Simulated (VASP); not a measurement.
Runs of VASP 6.6.1 on SrCl2. Symmetry: Fm-3m, No. 225, cubic system. The conventional cell has a = 6.995 Å, b = 6.995 Å, c = 6.995 Å, α = 90.00°, β = 90.00°, γ = 90.00°. Sr (site symmetry m-3m) has 8 Cl at 3.03 Å within 4.0 Å. Cl (site symmetry -43m) has 4 Sr at 3.03 Å and 6 Cl at 3.50 Å within 4.0 Å. 

| level | k mesh | grid for exact exchange (PRECFOCK) | share of exact exchange | screening parameter | gap on the mesh (eV) | pressure (GPa) |
| --- | --- | --- | --- | --- | --- | --- |
| HSE06 | 4 × 4 × 4 | Normal | 0.25 | 0.2079 1/Å | 6.58 | (a) |
| PBE | 4 × 4 × 4 | - | - | - | 5.31 | 0.8 |
| PBE | 6 × 6 × 6 | - | - | - | 5.31 | 0.8 |
| PBE0 | 4 × 4 × 4 | Normal | 0.25 | - | 7.32 | 0.1 |
| r2SCAN | 4 × 4 × 4 | - | - | - | 5.94 | (b) |

Alike in all rows: task single point; potentials or basis VASP PAW PBE potentials, release 64 (Sr_sv, Cl); no spin polarisation; cell as given; cutoff (eV) 520; smearing gaussian 0.01 eV.

Question: Fill in the values left out.

Answer: (a) 0.3; (b) 0.0.

Caveats: the PAW data sets were made with another functional, which shifts forces and pressure a little (at least some runs).

A k mesh can miss the band edges, and the runs leave out spin-orbit coupling on Sr.
